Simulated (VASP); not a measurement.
## Ti: single point with LDA

Crystal: Ti.

```
Ti
1.0
    -1.65187    1.65187    1.65187
     1.65187   -1.65187    1.65187
     1.65187    1.65187   -1.65187
Ti
1
Direct
  0.00000 0.00000 0.00000
```

This cell differs from its parent crystal: volume scaled by 1.02.

```yaml
Program: VASP 6.6.1
Task: single point
Functional: LDA
Potentials_or_basis: VASP PAW LDA potentials, release 64 (Ti_sv)
Cutoff: 520 eV
k_mesh: 11 × 11 × 11
Occupations: fermi-dirac, width 0.05 eV
Spin: no spin polarisation
```

The pressure is -12.5 GPa and the band gap on the k mesh is zero (band 6 reaches 8.40 eV, above the bottom of band 7 at 6.89 eV).

Levels at points of the mesh, in eV from the Fermi level:
```tsv
k point	band 3	band 4	band 5	band 6	band 7	band 8	band 9	band 10
(0.00, 0.00, 0.00)	-32.16	-32.16	-5.79	0.93	0.93	0.93	2.62	2.62
```

It took 9.7 s on 1 thread of AMD EPYC 7R43 64-Core Processor (Zen 3) (shared host), peak memory 0.09 GiB.
